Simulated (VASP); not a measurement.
A run of VASP 6.6.1:

INCAR

```
PREC = Accurate
ENCUT = 600
EDIFF = 1E-6
ISMEAR = 0
SIGMA = 0.1
LREAL = F
LASPH = T
NELM = 100
ALGO = Normal
ISIF = 3
LWAVE = F
LCHARG = F
GGA = PE
IBRION = 2
NSW = 100
EDIFFG = -0.01
```

File KPOINTS:

```
regular mesh
0
Gamma
  14 14 10
```

Contents of POSCAR:

```
AlO
1.0
    3.4506134632      0.0000000000      0.0000000000
    0.0000000000      3.4506134632      0.0000000000
    0.0000000000      0.0000000000      4.3390161200
Al O
2 2
Direct
    0.0000000000      0.5000000000      0.1922366235
    0.5000000000      0.0000000000      0.8077633765
    0.0000000000      0.0000000000      0.0000000000
    0.5000000000      0.5000000000      0.0000000000
```

Potentials or basis: VASP PAW PBE potentials, release 64 (Al, O).

Command:

```sh
$ cat potpaw_PBE.64/Al/POTCAR potpaw_PBE.64/O/POTCAR > POTCAR
$ mpirun -np 1 vasp_std > vasp.out
```

Hardware: 1 thread of AMD EPYC 9R45 96-Core Processor (Zen 5), with other jobs on the host.

Problem. How long does it take, and how much memory?

Solution. Run time: 84 s on 1 thread of AMD EPYC 9R45 96-Core Processor (Zen 5), on a shared host, peak memory 0.26 GiB. Counts: scf iterations 17, k points 216, ion steps 2.
